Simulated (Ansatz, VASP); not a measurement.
**Two plane-wave programs on TePb3**

The input INCAR:

```
PREC = Accurate
ENCUT = 520
EDIFF = 1E-6
ISMEAR = 0
SIGMA = 0.1
LREAL = False
LASPH = True
NELM = 100
ALGO = Fast
ISIF = 2
LWAVE = False
LCHARG = False
GGA = PE
NBANDS = 32
```

The input KPOINTS:

```
regular mesh
0
Gamma
  6 6 6
```

File POSCAR:

```
TePb3
1.0
   -2.4157902189      2.4157902189      5.3963106189
    2.4157902189     -2.4157902189      5.3963106189
    2.4157902189      2.4157902189     -5.3963106189
Te Pb
1 3
Direct
    0.0000000000      0.0000000000      0.0000000000
    0.5000000000      0.5000000000      0.0000000000
    0.2500000000      0.7500000000      0.5000000000
    0.7500000000      0.2500000000      0.5000000000
```

Input for Ansatz:

```yaml
crystal:
  lattice:
    - [-2.4157902189, 2.4157902189, 5.3963106189]
    - [2.4157902189, -2.4157902189, 5.3963106189]
    - [2.4157902189, 2.4157902189, -5.3963106189]
  atoms:
    - { symbol: Te, position: [0.0, 0.0, 0.0] }
    - { symbol: Pb, position: [0.5, 0.5, 0.0] }
    - { symbol: Pb, position: [0.25, 0.75, 0.5] }
    - { symbol: Pb, position: [0.75, 0.25, 0.5] }
basis:
  ecutwfc: 420
kpoints:
  mp_grid: { grid: [6, 6, 6] }
hamiltonian:
  xc: pbe
scf:
  occupations: { method: gaussian, width: 0.1 }
  lower_state_search: "off"
output:
  forces: true
  stress: true
  eigenvalues: true
```

Alike in both runs: task single point; functional PBE; k mesh 6 × 6 × 6; occupations gaussian, width 0.1 eV; no spin polarisation.

```csv
,VASP,Ansatz
version,VASP 6.6.1,Ansatz 0.2.0
potentials or method,"VASP PAW PBE potentials, release 64 (Te, Pb_d), cutoff 520 eV","scalar-relativistic, plane waves, PAW"
valence electrons in the cell,48,58
```

|  | VASP | Ansatz | Ansatz less VASP |
| --- | --- | --- | --- |
| gap on the k mesh at the Fermi level (eV) | none | none | - |
| pressure (GPa) | 0.6 | 0.7 | +0.07 |
| traceless stress, the component that is largest in VASP (GPa) | 0.16 | 0.16 | +0.006 |

A gap of «none» marks a metal or a gap that the smearing closes. The functional is the same, so the differences come from potentials, cutoffs and numerics. VASP's potentials hold 48 valence electrons a cell and Ansatz's 58, so a difference there can come from the potentials and not from the codes.

Spin-orbit coupling is off throughout.
